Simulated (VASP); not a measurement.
# Ta3N (P-3m1) in VASP: further runs

The runs below take Ta3N through single point, with PBEsol, r2SCAN.

Everything below comes from runs of VASP 6.6.1. Logs are shortened: lines on timing, memory, paths and dates and some standing lists are left out, and cuts for length are marked.

**1. The cell of the first run**

It takes space group P-3m1 (No. 164, trigonal). The conventional cell has a = 3.032 Å, b = 3.032 Å, c = 7.524 Å, α = 90.00°, β = 90.00°, γ = 120.00°. Within 3.2 Å of Ta (site symmetry 3m) lie 3 N at 2.19 Å and 12 Ta at 3.01 to 3.15 Å. Ta (site symmetry -3m) has 12 Ta at 3.01 to 3.03 Å and 2 N at 3.76 Å within 4.0 Å. Within 2.9 Å of N (site symmetry -3m) lie 6 Ta at 2.19 Å.

**2. Single point, PBEsol**

File INCAR:

```
SYSTEM = Ta3N
  PREC = Accurate
  ENCUT = 520
  EDIFF = 1E-6
  ISMEAR = -1
  SIGMA = 0.05
  LREAL = .False.
  LASPH = .True.
  NELM = 80
  ALGO = Normal
  ISIF = 2
  LWAVE = .False.
  LCHARG = .True.
  GGA = PS
  LELF = .True.
  LVHAR = .True.
  NBANDS = 27
```

File KPOINTS:

```
regular mesh
0
Gamma
  8 8 3
  0 0 0
```

File POSCAR:

```
Ta3N
1.0
    3.0322239879      0.0000000000      0.0000000000
   -1.5161119940      2.6259830035      0.0000000000
    0.0000000000      0.0000000000      7.5241370000
Ta N
3 1
Direct
    0.6666666667      0.3333333333      0.8260700000
    0.3333333333      0.6666666667      0.1739300000
    0.0000000000      0.0000000000      0.5000000000
    0.0000000000      0.0000000000      0.0000000000
```

Potentials or basis: VASP PAW PBE potentials, release 64 (Ta_pv, N).

Launch:

```console
cat potpaw_PBE.64/Ta_pv/POTCAR potpaw_PBE.64/N/POTCAR > POTCAR
mpirun -np 1 vasp_std > vasp.out
```

OUTCAR:

```text
SYSTEM = Ta3N
   PREC = Accurate
   ENCUT = 520
   EDIFF = 1E-6
   ISMEAR = -1
   LREAL = .False.
   LASPH = .True.
   NELM = 80
   ISIF = 2
   GGA = PS

 ion  position               nearest neighbor table
   1  0.667  0.333  0.826-   4 2.19   4 2.19   4 2.19   3 3.01   3 3.01   3 3.01   2 3.15   2 3.15
                             2 3.15
   2  0.333  0.667  0.174-   4 2.19   4 2.19   4 2.19   3 3.01   3 3.01   3 3.01   1 3.15   1 3.15
                             1 3.15
   3  0.000  0.000  0.500-   1 3.01   2 3.01   1 3.01   2 3.01   1 3.01   2 3.01
   4  0.000  0.000  0.000-   1 2.19   2 2.19   1 2.19   2 2.19   1 2.19   2 2.19

  LATTYP: Found a hexagonal cell.
 ALAT       =     3.0322239879
 C/A-ratio  =     2.4813922158

  Lattice vectors:

 A1 = (   3.0322239879,   0.0000000000,   0.0000000000)
 A2 = (  -1.5161119940,   2.6259830035,   0.0000000000)
 A3 = (   0.0000000000,   0.0000000000,   7.5241370000)

Analysis of symmetry for initial positions (statically):
=====================================================================
 Subroutine PRICEL returns:
 Original cell was already a primitive cell.

 Routine SETGRP: Setting up the symmetry group for a
 hexagonal supercell.

 Subroutine GETGRP returns: Found 12 space group operations
 (whereof 12 operations were pure point group operations)
 out of a pool of 24 trial point group operations.

The static configuration has the point symmetry D_3d.

Analysis of symmetry for dynamics (positions and initial velocities):
=====================================================================
 Subroutine PRICEL returns:
 Original cell was already a primitive cell.

 Routine SETGRP: Setting up the symmetry group for a
 hexagonal supercell.

 Subroutine GETGRP returns: Found 12 space group operations
 (whereof 12 operations were pure point group operations)
 out of a pool of 24 trial point group operations.

The dynamic configuration has the point symmetry D_3d.

 Subroutine INISYM returns: Found 12 space group operations
 (whereof 12 operations are pure point group operations),
 and found     1 'primitive' translations

----------------------------------------------------------------------------------------

                                     Primitive cell

  volume of cell :      59.9115

  direct lattice vectors                    reciprocal lattice vectors
     3.032223988  0.000000000  0.000000000     0.329790940  0.190404888  0.000000000
    -1.516111994  2.625983004  0.000000000     0.000000000  0.380809776  0.000000000
     0.000000000  0.000000000  7.524137000     0.000000000  0.000000000  0.132905608

  length of vectors
     3.032223988  3.032223988  7.524137000     0.380809776  0.380809776  0.132905608

  position of ions in fractional coordinates (direct lattice)
     0.666666667  0.333333333  0.826070000
     0.333333333  0.666666667  0.173930000
     0.000000000  0.000000000  0.500000000
     0.000000000  0.000000000  0.000000000

  ion indices of the primitive-cell ions
   primitive index   ion index
                 1           1
                 2           2
                 3           3
                 4           4

----------------------------------------------------------------------------------------

 KPOINTS: regular mesh

Automatic generation of k-mesh.
 Grid dimensions read from file:
 generate k-points for:    8    8    3

 Generating k-lattice:

  Cartesian coordinates                     Fractional coordinates (reciprocal lattice)
     0.041223868  0.023800611  0.000000000     0.125000000  0.000000000  0.000000000
     0.000000000  0.047601222  0.000000000     0.000000000  0.125000000  0.000000000
     0.000000000  0.000000000  0.044301869     0.000000000  0.000000000  0.333333333

  Length of vectors
     0.047601222  0.047601222  0.044301869

  Shift w.r.t. Gamma in fractional coordinates (k-lattice)
     0.000000000  0.000000000  0.000000000

 Subroutine IBZKPT returns following result:
 ===========================================

 Found     25 irreducible k-points:

 Following reciprocal coordinates:
            Coordinates               Weight
  0.000000  0.000000  0.000000      1.000000
  0.125000  0.000000  0.000000      6.000000
  0.250000  0.000000  0.000000      6.000000
  0.375000  0.000000  0.000000      6.000000
  0.500000  0.000000  0.000000      3.000000
  0.125000  0.125000  0.000000      6.000000
[... 16 lines left out ...]
 -0.125000  0.500000  0.333333     12.000000
  0.250000  0.250000  0.333333     12.000000
   k-points           NKPTS =     25   k-points in BZ     NKDIM =     25   number of bands    NBANDS=     27
   number of dos      NEDOS =    301   number of ions     NIONS =      4
   total plane-waves  NPLWV =  32256
   dimension x,y,z NGX =    24 NGY =   24 NGZ =   56
   dimension x,y,z NGXF=    48 NGYF=   48 NGZF=  112
   ions per type =               3   1
   NGX,Y,Z   is equivalent  to a cutoff of  13.16, 13.16, 12.37 a.u.
   NGXF,Y,Z  is equivalent  to a cutoff of  26.32, 26.32, 24.75 a.u.
 SYSTEM =  Ta3N
   PREC   = accura    normal or accurate (medium, high low for compatibility)
   ISTART =      0    job   : 0-new  1-cont  2-samecut
   ICHARG =      2    charge: 1-file 2-atom 10-const
   ISPIN  =      1    spin polarized calculation?
   LNONCOLLINEAR =      F non collinear calculations
   LSORBIT =      F    spin-orbit coupling
   LASPH  =      T    aspherical Exc in radial PAW
   ENCUT  =  520.0 eV  38.22 Ry    6.18 a.u.   5.64  5.64 13.99*2*pi/ulx,y,z
   NELM   =     80;   NELMIN=  2; NELMDL= -5     # of ELM steps
   EDIFF  = 0.1E-05   stopping-criterion for ELM
   LREAL  =      F    real-space projection
   EDIFFG = 0.1E-04   stopping-criterion for IOM
   NSW    =      0    number of steps for IOM
   IBRION =     -1    ionic relax: 0-MD 1-quasi-New 2-CG
   NFREE  =      0    steps in history (QN), initial steepest desc. (CG)
   ISIF   =      2    stress and relaxation
   ISYM   =      2    0-nonsym 1-usesym 2-fastsym
   POTIM  = 0.5000    time-step for ionic-motion
   TEBEG  =    0.0;   TEEND  =   0.0 temperature during run
   PSTRESS=    0.0 pullay stress
   NELECT =      38.0000    total number of electrons
   NUPDOWN=      -1.0000    fix difference up-down
   EMIN   =  10.00;   EMAX   =-10.00  energy-range for DOS
   EFERMI =   0.00;   METHOD = LEGACY
   ISMEAR =    -1;   SIGMA  =   0.05  broadening in eV -4-tet -1-fermi 0-gaus
   EFERMI_NEDOS =   21; number of points for ismear=-14 and -15
   IALGO  =     38    algorithm
   IMIX   =      4    mixing-type and parameters
     AMIX     =   0.40;   BMIX     =  1.00
     AMIX_MAG =   1.60;   BMIX_MAG =  1.00
  volume/ion in A,a.u.               =      14.98       101.08
  Fermi-wavevector in a.u.,A,eV,Ry     =   1.406585  2.658061 26.918884  1.978482
  Thomas-Fermi vector in A             =   2.528931
   LORBIT       =      0    0 simple, 1 ext, 2 COOP (PROOUT), +10 PAW based schemes
   GGA     = PS    functional components
   LHFCALC =     F    Hartree Fock is set to
   AEXX    =    0.0000 exact exchange contribution
   IVDW    =     0    specifies the selected vdW correction
   LEPSILON=     F    determine dielectric tensor
   LRPA    =     F    only Hartree local field effects (RPA)
 non-spin polarized calculation
  energy-cutoff  :      520.00
  volume of cell :       59.91
 maximum number of plane-waves:      1636
 NGX is ok and might be reduce to    24
   NGX = 11   NGY = 11   NGZ = 27

 number of electron      38.0000001 magnetization

 Free energy of the ion-electron system (eV)
  ---------------------------------------------------
  ext. energy  EPLUGINS =         0.00000000
  ---------------------------------------------------
  free energy    TOTEN  =       -48.39953904 eV

  energy without entropy =      -48.38029533  energy(sigma->0) =      -48.38991718

 E-fermi :   6.4860     XC(G=0): -12.8100

 val. band max:        6.4662651856   @ k =   0.1250   0.0000   0.3333
 cond. band min:       6.5889732788   @ k =   0.3750   0.0000   0.0000
 fundamental gap:      0.1227080931
 Fermi energy:         6.4860021041

 k-point     1 :       0.0000    0.0000    0.0000
  band No.  band energies     occupation
      1     -28.6573      2.00000
      2     -28.3616      2.00000
      3     -28.0403      2.00000
      4     -28.0403      2.00000
      5     -28.0108      2.00000
      6     -28.0108      2.00000
[... 19 lines left out ...]
     26       8.7364      0.00000
     27       9.7960      0.00000

 k-point     2 :       0.1250    0.0000    0.0000
  band No.  band energies     occupation
      1     -28.6349      2.00000
      2     -28.3525      2.00000
      3     -28.1473      2.00000
      4     -28.1113      2.00000
      5     -28.0742      2.00000
      6     -28.0280      2.00000
[... 19 lines left out ...]
     26       9.3760      0.00000
     27      10.4601      0.00000

 k-point     3 :       0.2500    0.0000    0.0000
  band No.  band energies     occupation
      1     -28.6087      2.00000
      2     -28.4648      2.00000
      3     -28.3370      2.00000
      4     -28.2442      2.00000
      5     -28.1481      2.00000
      6     -28.0762      2.00000
[... 19 lines left out ...]
     26      10.1510      0.00000
     27      10.9312      0.00000

 k-point     4 :       0.3750    0.0000    0.0000
  band No.  band energies     occupation
      1     -28.7371      2.00000
      2     -28.6780      2.00000
      3     -28.4201      2.00000
      4     -28.2197      2.00000
      5     -28.2176      2.00000
      6     -28.1272      2.00000
[... 19 lines left out ...]
     26      10.8359      0.00000
     27      11.2919      0.00000
[... 516 lines left out ...]
      4     -28.3393      2.00000
      5     -28.2496      2.00000
      6     -28.2091      2.00000
[... 19 lines left out ...]
     26      11.4471      0.00000
     27      11.6677      0.00000

 k-point    23 :      -0.1250    0.5000    0.3333
  band No.  band energies     occupation
      1     -28.7935      2.00000
      2     -28.6933      2.00000
      3     -28.3892      2.00000
      4     -28.3060      2.00000
      5     -28.2548      2.00000
      6     -28.1952      2.00000
[... 19 lines left out ...]
     26      11.7648      0.00000
     27      12.0505      0.00000

 k-point    24 :       0.2500    0.2500    0.3333
  band No.  band energies     occupation
      1     -28.7084      2.00000
      2     -28.6236      2.00000
      3     -28.4353      2.00000
      4     -28.3526      2.00000
      5     -28.2956      2.00000
      6     -28.2219      2.00000
[... 19 lines left out ...]
     26      11.3559      0.00000
     27      11.9131      0.00000

 [... further k-points ...]

------------------------ aborting loop because EDIFF is reached ----------------------------------------

  FORCE on cell =-STRESS in cart. coord.  units (eV):
  Direction    XX          YY          ZZ          XY          YZ          ZX
  --------------------------------------------------------------------------------------
  -------------------------------------------------------------------------------------
  Total       -2.9817711     -2.9817711     -2.9074798      0.0000000     -0.0000000     -0.0000000
  in kB      -79.7397734    -79.7397734    -77.7530439      0.0000000     -0.0000000     -0.0000000
  external PRESSURE =     -79.0775302 kB  Pullay stress =       0.0000000 kB

 VOLUME and BASIS-vectors are now :
 -----------------------------------------------------------------------------
  energy-cutoff  :      520.00
  volume of cell :       59.91
      direct lattice vectors                 reciprocal lattice vectors
     3.032223988  0.000000000  0.000000000     0.329790940  0.190404888  0.000000000
    -1.516111994  2.625983004  0.000000000     0.000000000  0.380809776  0.000000000
     0.000000000  0.000000000  7.524137000     0.000000000  0.000000000  0.132905608

 POSITION                                       TOTAL-FORCE (eV/Angst)
 -----------------------------------------------------------------------------------
      1.51611      0.87533      6.21546         0.000000      0.000000      0.364178
     -0.00000      1.75066      1.30867        -0.000000      0.000000     -0.364178
      0.00000      0.00000      3.76207        -0.000000      0.000000     -0.000000
      0.00000      0.00000      0.00000        -0.000000      0.000000     -0.000000
 -----------------------------------------------------------------------------------
    total drift:                                0.000000     -0.000000      0.000000

  FREE ENERGIE OF THE ION-ELECTRON SYSTEM (eV)
  ---------------------------------------------------
  free  energy   TOTEN  =       -48.3995390350 eV

  energy  without entropy=      -48.3802953277  energy(sigma->0) =      -48.38991718
```

Wall time 33 s (1 thread of Intel Xeon Platinum 8259CL at 2.50GHz (Skylake/Cascade Lake), shared host); peak memory 0.19 GiB.

What came out:

* Free energy: -48.3995 eV
* Pressure: -7.9 GPa
* Largest force: 0.364 eV/Å
* Band gap on the k mesh: zero (bands 19 and 20 overlap by 0.48 eV)

Forces on the atoms (eV/Å):
```
Ta   0.000  0.000  0.364
Ta   0.000  0.000 -0.364
Ta   0.000  0.000  0.000
N    0.000  0.000  0.000
```

Stress tensor (GPa, compression positive):
```
-7.97  0.00  0.00
 0.00 -7.97  0.00
 0.00  0.00 -7.78
```

Levels at points of the mesh, in eV from the Fermi level:
```csv
k point,band 17,band 18,band 19,band 20,band 21,band 22
"(0.00, 0.00, 0.00)",-0.51,-0.51,-0.32,0.26,0.26,0.93
"(0.50, 0.00, 0.00)",-1.17,-0.51,0.17,0.68,0.88,3.47
```

Caveat: the cell stands under tension; the PAW data sets were made with another functional, which shifts forces and pressure a little; spin-orbit coupling is left out, which moves the levels of the heavy elements.

**3. Single point, PBEsol, non-collinear spin, zero start, spin-orbit coupling**

File INCAR:

```
SYSTEM = Ta3N
  ALGO = Normal
  EDIFF = 1E-6
  ENCUT = 520
  GGA = PS
  GGA_COMPAT = .FALSE.
  ISIF = 2
  ISMEAR = -1
  LASPH = .TRUE.
  LCHARG = .FALSE.
  LMAXMIX = 4
  LORBIT = 11
  LORBMOM = .TRUE.
  LREAL = .FALSE.
  LSORBIT = .TRUE.
  LWAVE = .FALSE.
  MAGMOM = 0 0 0 0 0 0 0 0 0 0 0 0
  NBANDS = 52
  NELM = 150
  PREC = Accurate
  SIGMA = 0.05
```

File KPOINTS:

```
k-points
0
G
  8 8 3
  0 0 0
```

POSCAR is that of step 2.

Potentials or basis: VASP PAW PBE potentials, release 64 (Ta_pv, N).

Launch:

```console
cat potpaw_PBE.64/Ta_pv/POTCAR potpaw_PBE.64/N/POTCAR > POTCAR
mpirun -np 1 vasp_ncl > vasp.out
```

Wall time 2.5 min (1 thread of Intel Xeon Platinum 8259CL at 2.50GHz (Skylake/Cascade Lake), shared host); peak memory 0.36 GiB.

The run converged. Its results:

```yaml
Free_energy: -50.5251 eV
Pressure: -7.7 GPa
Largest_force: 0.323 eV/Å
Net_moment: 0.00 μB per cell
Valence_electrons_inside_the_program's_atomic_spheres: Ta 8.91, 8.77 (each value once); N 3.73
```

Forces on the atoms (eV/Å):
```
Ta   0.000  0.000  0.323
Ta   0.000  0.000 -0.323
Ta   0.000  0.000  0.000
N    0.000  0.000  0.000
```

Stress tensor (GPa, compression positive):
```
-7.51  0.00  0.00
 0.00 -7.51  0.00
 0.00  0.00 -7.94
```

Moments on the atoms (μB; x, y, z):
```
Ta  0.00 0.00 0.00
Ta  0.00 0.00 0.00
Ta  0.00 0.00 0.00
N   0.00 0.00 0.00
```

Caveat: the cell stands under tension; the PAW data sets were made with another functional, which shifts forces and pressure a little.

(Part 1 of 2 ends here.)

The gap in the log of VASP goes by the Fermi energy; the results here count the filled bands.